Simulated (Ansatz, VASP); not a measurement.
**Two plane-wave programs on Be**

```
CELL_PARAMETERS angstrom
2.26567 0.00000 0.00000
-1.13284 1.96213 0.00000
0.00000 0.00000 3.55870
ATOMIC_POSITIONS crystal
Be 0.33333 0.66667 0.25000
Be 0.66667 0.33333 0.75000
```

Alike in both runs: task single point; functional PBE; k mesh 16 × 16 × 9; occupations methfessel-paxton of order 1, width 0.03 eV; no spin polarisation.

|  | VASP | Ansatz |
| --- | --- | --- |
| version | VASP 6.6.1 | Ansatz 0.2.0 |
| potentials or method | VASP PAW PBE potentials, release 64 (Be), cutoff 520 eV | plane waves (420 eV) with PAW, scalar-relativistic |
| valence electrons in the cell | 4 | 4 |

|  | VASP | Ansatz | Ansatz less VASP |
| --- | --- | --- | --- |
| pressure (GPa) | 0.2 | 0.0 | -0.15 |
| traceless stress, the component that is largest in VASP (GPa) | -0.23 | -0.26 | -0.033 |
